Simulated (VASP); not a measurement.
Input of a VASP 6.6.1 run:

The input INCAR:

```
PREC = Accurate
ENCUT = 520
EDIFF = 1E-6
ISMEAR = -1
SIGMA = 0.02
LREAL = F
LASPH = T
NELM = 150
ALGO = Normal
ISIF = 2
LWAVE = F
LCHARG = F
MAGMOM = 0 0 0 0 0 0 0 0 0 0 0 0
LORBIT = 11
LSORBIT = T
GGA_COMPAT = F
LORBMOM = T
GGA = PE
NBANDS = 40
```

The input KPOINTS:

```
Automatic mesh
0
Gamma
  6 6 4
```

File POSCAR:

```
CdSiSb2
1.0
    4.3462136371      0.0000000000      0.0000000000
    0.0000000000      4.3462136371      0.0000000000
    0.0000000000      0.0000000000      6.4620353500
Cd Sb Si
1 2 1
Direct
    0.0000000000      0.0000000000      0.0000000000
    0.0000000000      0.5000000000      0.2671719489
    0.5000000000      0.0000000000      0.7328280511
    0.5000000000      0.5000000000      0.5000000000
```

Potentials or basis: VASP PAW PBE potentials, release 64 (Cd, Sb, Si).

The run is started by

```bash
$ cat potpaw_PBE.64/Cd/POTCAR potpaw_PBE.64/Sb/POTCAR potpaw_PBE.64/Si/POTCAR > POTCAR
$ mpirun -np 1 vasp_ncl > vasp.out
```

Question: Estimate the pressure.

Answer: 1.6 GPa.

Question: Estimate the net moment.

Answer: 0.00 μB per cell.

Moments on the atoms (μB; x, y, z):
```
Cd  0.00 0.00 0.00
Sb  0.00 0.00 0.00
Sb  0.00 0.00 0.00
Si  0.00 0.00 0.00
```
